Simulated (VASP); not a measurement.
Wanted: the native input for a VASP 6.6.1 run.

| Property | Result |
| --- | --- |
| Task | single point |
| Functional | PBE0 |
| Dispersion | D4 |
| Potentials or basis | VASP PAW PBE potentials, release 64 (Na_pv) |
| Cutoff | 400 eV |
| k mesh | 6 × 6 × 6 |
| Occupations | methfessel-paxton, width 0.1 eV |
| Spin | no spin polarisation |
| Dipole correction | no |
| Grid for exact exchange (PRECFOCK) | Normal |
| Further INCAR settings | ALGO = Normal; EDIFF = 1e-06; NBANDS = 10 |
| Share of exact exchange | 0.25 |

The system is Na.

```
CELL_PARAMETERS angstrom
-2.14100 2.14100 2.14100
2.14100 -2.14100 2.14100
2.14100 2.14100 -2.14100
ATOMIC_POSITIONS crystal
Na 0.00000 0.00000 0.00000
```

One way to write it, as run:

POSCAR

```
Na
1.0
   -2.1410000000      2.1410000000      2.1410000000
    2.1410000000     -2.1410000000      2.1410000000
    2.1410000000      2.1410000000     -2.1410000000
Na
1
Direct
    0.0000000000      0.0000000000      0.0000000000
```

INCAR.step1

```
SYSTEM = Na
  PREC = Accurate
  ENCUT = 400
  EDIFF = 1E-5
  ISMEAR = 1
  SIGMA = 0.1
  LREAL = .FALSE.
  LASPH = .TRUE.
  NELM = 120
  ALGO = Normal
  ISIF = 2
  LWAVE = .TRUE.
  NBANDS = 10
  GGA = PE
  GGA_COMPAT = .FALSE.
```

INCAR.step2

```
SYSTEM = Na
  PREC = Accurate
  ENCUT = 400
  EDIFF = 1E-6
  ISMEAR = 1
  SIGMA = 0.1
  LREAL = .FALSE.
  LASPH = .TRUE.
  NELM = 120
  ALGO = Normal
  ISIF = 2
  LWAVE = .FALSE.
  LCHARG = .TRUE.
  GGA = PE
  LHFCALC = .TRUE.
  AEXX = 0.25
  PRECFOCK = Normal
  IVDW = 13
  LELF = .TRUE.
  LVHAR = .TRUE.
  NBANDS = 10
  ISTART = 1
  GGA_COMPAT = .FALSE.
```

KPOINTS

```
regular mesh
0
G
  6 6 6
  0 0 0
```

Potentials or basis: VASP PAW PBE potentials, release 64 (Na_pv).

Command:

```console
$ cat potpaw_PBE.64/Na_pv/POTCAR > POTCAR
$ cp INCAR.step1 INCAR
$ mpirun -np 1 vasp_std > vasp.out
$ cp INCAR.step2 INCAR
$ mpirun -np 1 vasp_std > vasp.out
```

It gave:

```json
{"Pressure": "-0.4 GPa", "Band gap on the k mesh": "zero (an odd number of electrons rules out a gap without spin polarisation)", "Dispersion energy per atom": "-0.012 eV"}
```

Caveat: the PAW data sets were made with another functional, which shifts forces and pressure a little.

It took 2.5 min on 1 thread of AMD EPYC 7R13 Processor (Zen 3), on a shared host, peak memory 0.11 GiB.
